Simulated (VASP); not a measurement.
A run of VASP 6.6.1 is set up as follows.

Contents of POSCAR:

```
MgS
1.0
    0.0000000000      2.8308768410      2.8308768410
    2.8308768410      0.0000000000      2.8308768410
    2.8308768410      2.8308768410      0.0000000000
Mg S
1 1
Direct
    0.0000000000      0.0000000000      0.0000000000
    0.2500000000      0.2500000000      0.2500000000
```

Contents of INCAR.step1:

```
ALGO = Normal ; EDIFF = 1E-5
ENCUT = 520 ; GGA = PE
ISIF = 2 ; ISMEAR = 0
LASPH = T ; LCHARG = F
LREAL = F ; LWAVE = T
NBANDS = 11 ; NELM = 80
PREC = Accurate ; SIGMA = 0.01
```

The input INCAR.step2:

```
AEXX = 0.25 ; ALGO = Normal
EDIFF = 1E-6 ; ENCUT = 520
GGA = PE ; ISIF = 2
ISMEAR = 0 ; ISTART = 1
LASPH = T ; LCHARG = F
LHFCALC = T ; LREAL = F
LWAVE = F ; NBANDS = 11
NELM = 80 ; PREC = Accurate
PRECFOCK = Normal ; SIGMA = 0.01
```

KPOINTS

```
k-points
0
Gamma
  6 6 6
```

Potentials or basis: VASP PAW PBE potentials, release 64 (Mg, S).

Run with:

```console
$ cat potpaw_PBE.64/Mg/POTCAR potpaw_PBE.64/S/POTCAR > POTCAR
$ cp INCAR.step1 INCAR
$ mpirun -np 1 vasp_std > vasp.out
$ cp INCAR.step2 INCAR
$ mpirun -np 1 vasp_std > vasp.out
```

Question: What does it give for the pressure?

Answer: -0.2 GPa.

Question: Estimate the band gap on the k mesh.

Answer: 5.21 eV.

Caveat: the PAW data sets were made with another functional, which shifts forces and pressure a little. A k mesh can miss the band edges.
